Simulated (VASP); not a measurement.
# Ti4C in VASP: further runs, part 2 of 3

VASP 6.6.1. The steps go on from the part before.

## (3) Single point, LDA, collinear spin

The input, INCAR:

```
PREC = Accurate
ENCUT = 520
EDIFF = 1E-6
ISMEAR = 0
SIGMA = 0.1
LREAL = False
LASPH = True
NELM = 200
ALGO = Normal
ISIF = 2
LWAVE = False
LCHARG = False
ISPIN = 2
MAGMOM = 0 0 0 0 2
LORBIT = 11
LMAXMIX = 4
LDIPOL = True
IDIPOL = 3
DIPOL = 0.5 0.5 0.365
NBANDS = 38
GGA_COMPAT = False
NELMDL = -8
```

The input, KPOINTS:

```
Automatic mesh
0
Gamma
  9 9 1
```

The input, POSCAR:

```
Ti4C
1.0
    2.8641158420      0.0000000000      0.0000000000
   -1.4320579210      2.4803970786      0.0000000000
    0.0000000000      0.0000000000     23.7412386371
Ti C
4 1
Direct
    0.6666666667      0.3333333333      0.1684832060
    0.3333333333      0.6666666667      0.2640000202
    0.6666666667      0.3333333333      0.3633628936
    0.3333333333      0.6666666667      0.4524295805
    0.3333333333      0.6666666667      0.5750011129
```

Potentials or basis: VASP PAW LDA potentials, release 64 (Ti_sv, C).

Command:

```console
> cat potpaw_LDA.64/Ti_sv/POTCAR potpaw_LDA.64/C/POTCAR > POTCAR
> mpirun -np 1 vasp_std > vasp.out
```

OUTCAR:

```text
PREC = Accurate
   ENCUT = 520
   EDIFF = 1E-6
   ISMEAR = 0
   LREAL = False
   LASPH = True
   NELM = 200
   ISIF = 2
   ISPIN = 2
   LORBIT = 11
   NELMDL = -8

 ion  position               nearest neighbor table
   1  0.667  0.333  0.168-   2 2.81   2 2.81   2 2.81
   2  0.333  0.667  0.264-   1 2.81   1 2.81   1 2.81   3 2.88   3 2.88   3 2.88
   3  0.667  0.333  0.363-   4 2.68   4 2.68   4 2.68   2 2.88   2 2.88   2 2.88
   4  0.333  0.667  0.452-   3 2.68   3 2.68   3 2.68
   5  0.333  0.667  0.575-

  LATTYP: Found a hexagonal cell.
 ALAT       =     2.8641158420
 C/A-ratio  =     8.2892033517

  Lattice vectors:

 A1 = (   2.8641158420,   0.0000000000,   0.0000000000)
 A2 = (  -1.4320579210,   2.4803970786,   0.0000000000)
 A3 = (   0.0000000000,   0.0000000000,  23.7412386371)

Analysis of symmetry for initial positions (statically):
=====================================================================
 Subroutine PRICEL returns:
 Original cell was already a primitive cell.

 Routine SETGRP: Setting up the symmetry group for a
 hexagonal supercell.

 Subroutine GETGRP returns: Found  6 space group operations
 (whereof  6 operations were pure point group operations)
 out of a pool of 24 trial point group operations.

The static configuration has the point symmetry C_3v.

Analysis of symmetry for dynamics (positions and initial velocities):
=====================================================================
 Subroutine PRICEL returns:
 Original cell was already a primitive cell.

 Routine SETGRP: Setting up the symmetry group for a
 hexagonal supercell.

 Subroutine GETGRP returns: Found  6 space group operations
 (whereof  6 operations were pure point group operations)
 out of a pool of 24 trial point group operations.

The dynamic configuration has the point symmetry C_3v.

Analysis of structural, dynamic, and magnetic symmetry:
=====================================================================
 Subroutine PRICEL returns:
 Original cell was already a primitive cell.

 Routine SETGRP: Setting up the symmetry group for a
 hexagonal supercell.

 Subroutine GETGRP returns: Found  6 space group operations
 (whereof  6 operations were pure point group operations)
 out of a pool of 24 trial point group operations.

The overall configuration has the point symmetry C_3v.

 Subroutine INISYM returns: Found  6 space group operations
 (whereof  6 operations are pure point group operations),
 and found     1 'primitive' translations

----------------------------------------------------------------------------------------

                                     Primitive cell

  volume of cell :     168.6612

  direct lattice vectors                    reciprocal lattice vectors
     2.864115842  0.000000000  0.000000000     0.349147889  0.201580628  0.000000000
    -1.432057921  2.480397079  0.000000000     0.000000000  0.403161255  0.000000000
     0.000000000  0.000000000 23.741238637     0.000000000  0.000000000  0.042120802

  length of vectors
     2.864115842  2.864115842 23.741238637     0.403161255  0.403161255  0.042120802

  position of ions in fractional coordinates (direct lattice)
[... 80 lines left out ...]
   POTIM  = 0.5000    time-step for ionic-motion
   TEBEG  =    0.0;   TEEND  =   0.0 temperature during run
   PSTRESS=    0.0 pullay stress
   NELECT =      52.0000    total number of electrons
   NUPDOWN=      -1.0000    fix difference up-down
   EMIN   =  10.00;   EMAX   =-10.00  energy-range for DOS
   EFERMI =   0.00;   METHOD = LEGACY
   ISMEAR =     0;   SIGMA  =   0.10  broadening in eV -4-tet -1-fermi 0-gaus
   EFERMI_NEDOS =   21; number of points for ismear=-14 and -15
   IALGO  =     38    algorithm
   IMIX   =      4    mixing-type and parameters
     AMIX     =   0.40;   BMIX     =  1.00
     AMIX_MAG =   1.60;   BMIX_MAG =  1.00
  volume/ion in A,a.u.               =      33.73       227.64
  Fermi-wavevector in a.u.,A,eV,Ry     =   1.105955  2.089952 16.641790  1.223137
  Thomas-Fermi vector in A             =   2.242450
   LORBIT       =     11    0 simple, 1 ext, 2 COOP (PROOUT), +10 PAW based schemes
   GGA     = CA    functional components
   LHFCALC =     F    Hartree Fock is set to
   AEXX    =    0.0000 exact exchange contribution
   IVDW    =     0    specifies the selected vdW correction
   LEPSILON=     F    determine dielectric tensor
   LRPA    =     F    only Hartree local field effects (RPA)
 spin polarized calculation
 Gauss-broadening in eV      SIGMA  =   0.10
  energy-cutoff  :      520.00
  volume of cell :      168.66
 maximum number of plane-waves:      4577
 NGX is ok and might be reduce to    24
   NGX = 11   NGY = 11   NGZ = 89

 dipolmoment           0.000000      0.000000     -0.084672 electrons x Angstroem

 number of electron      52.0000003 magnetization       0.0396176

 number of electron      52.0000003 magnetization      -0.1880053

 dipolmoment           0.000000      0.000000      0.077778 electrons x Angstroem

 Free energy of the ion-electron system (eV)
  ---------------------------------------------------
  ext. energy  EPLUGINS =         0.00000000
  ---------------------------------------------------
  free energy    TOTEN  =       -36.08541372 eV

  energy without entropy =      -36.04619506  energy(sigma->0) =      -36.06580439

 E-fermi :   0.5909     XC(G=0):  -6.3921

 val. band max:        0.5840221053   @ k =   0.3333   0.3333   0.0000
 cond. band min:       0.5958640390   @ k =   0.2222   0.0000   0.0000
 fundamental gap:      0.0118419337
 Fermi energy:         0.5909377807

 spin component 1

 k-point     1 :       0.0000    0.0000    0.0000
  band No.  band energies     occupation
      1     -55.6571      1.00000
      2     -55.5242      1.00000
      3     -55.3264      1.00000
      4     -55.2472      1.00000
      5     -32.5556      1.00000
      6     -32.3655      1.00000
[... 481 lines left out ...]
     37       3.6255      0.00000
     38       3.7697      0.00000
 Fermi energy:         0.5909377807

 spin component 2

 k-point     1 :       0.0000    0.0000    0.0000
  band No.  band energies     occupation
      1     -55.6604      1.00000
      2     -55.6113      1.00000
      3     -55.3317      1.00000
      4     -55.2524      1.00000
      5     -32.5623      1.00000
      6     -32.4222      1.00000
[... 481 lines left out ...]
     37       3.6087      0.00000
     38       3.7677      0.00000

------------------------ aborting loop because EDIFF is reached ----------------------------------------

 vacuum level on the upper side and lower side of the slab       (xc-potential included)         0.960        -0.977

  FORCE on cell =-STRESS in cart. coord.  units (eV):
  Direction    XX          YY          ZZ          XY          YZ          ZX
  --------------------------------------------------------------------------------------
  -------------------------------------------------------------------------------------
  Total       -4.6019001     -4.6019001     -5.3761039     -0.0000000     -0.0000000      0.0000000
  in kB      -43.7152140    -43.7152140    -51.0696721     -0.0000000     -0.0000000      0.0000000
  external PRESSURE =     -46.1667000 kB  Pullay stress =       0.0000000 kB

 VOLUME and BASIS-vectors are now :
 -----------------------------------------------------------------------------
  energy-cutoff  :      520.00
  volume of cell :      168.66
      direct lattice vectors                 reciprocal lattice vectors
     2.864115842  0.000000000  0.000000000     0.349147889  0.201580628  0.000000000
    -1.432057921  2.480397079  0.000000000     0.000000000  0.403161255  0.000000000
     0.000000000  0.000000000 23.741238637     0.000000000  0.000000000  0.042120802

 POSITION                                       TOTAL-FORCE (eV/Angst)
 -----------------------------------------------------------------------------------
      1.43206      0.82680      4.00000        -0.000000     -0.000000      0.574310
     -0.00000      1.65360      6.26769         0.000000     -0.000000     -0.407996
      1.43206      0.82680      8.62669        -0.000000      0.000000     -0.517562
     -0.00000      1.65360     10.74124        -0.000000      0.000000      1.863931
     -0.00000      1.65360     13.65124        -0.000000      0.000000     -1.512683
 -----------------------------------------------------------------------------------
    total drift:                                0.000000      0.000000     -0.001374

  FREE ENERGIE OF THE ION-ELECTRON SYSTEM (eV)
  ---------------------------------------------------
  free  energy   TOTEN  =       -36.0854137183 eV

  energy  without entropy=      -36.0461950597  energy(sigma->0) =      -36.06580439

 vacuum level on the upper side and lower side of the slab         7.237         5.255

 total charge

# of ion       s       p       d       tot
------------------------------------------
    1        2.268   6.067   1.959  10.294
    2        2.263   6.128   1.953  10.344
    3        2.273   6.140   1.981  10.394
    4        2.266   6.084   1.965  10.316
    5        1.046   0.871   0.000   1.917
--------------------------------------------------
tot         10.116  25.291   7.858  43.265

 magnetization (x)

# of ion       s       p       d       tot
------------------------------------------
    1       -0.002  -0.009  -0.098  -0.109
    2        0.000  -0.001  -0.001  -0.002
    3       -0.000  -0.001  -0.007  -0.007
    4       -0.000   0.000  -0.004  -0.004
    5        0.000   0.003   0.000   0.003
--------------------------------------------------
tot         -0.002  -0.007  -0.109  -0.118
```

It took 13 min on 1 thread of Intel Xeon 8259CL, shared host; peak memory 0.34 GiB.

Results:

- Free energy: -36.0854 eV
- Largest force: 1.864 eV/Å
- Net moment: -0.19 μB per cell
- Site moments: Ti -0.11, -0.00, -0.01 (each value once); C +0.00 μB
- Valence electrons inside the program's atomic spheres: Ti 10.29, 10.34, 10.39, 10.32; C 1.92

Forces on the atoms (eV/Å):
```
Ti   0.000  0.000  0.574
Ti   0.000  0.000 -0.408
Ti   0.000  0.000 -0.518
Ti   0.000  0.000  1.864
C    0.000  0.000 -1.513
```

(Continued in part 3 of 3.)
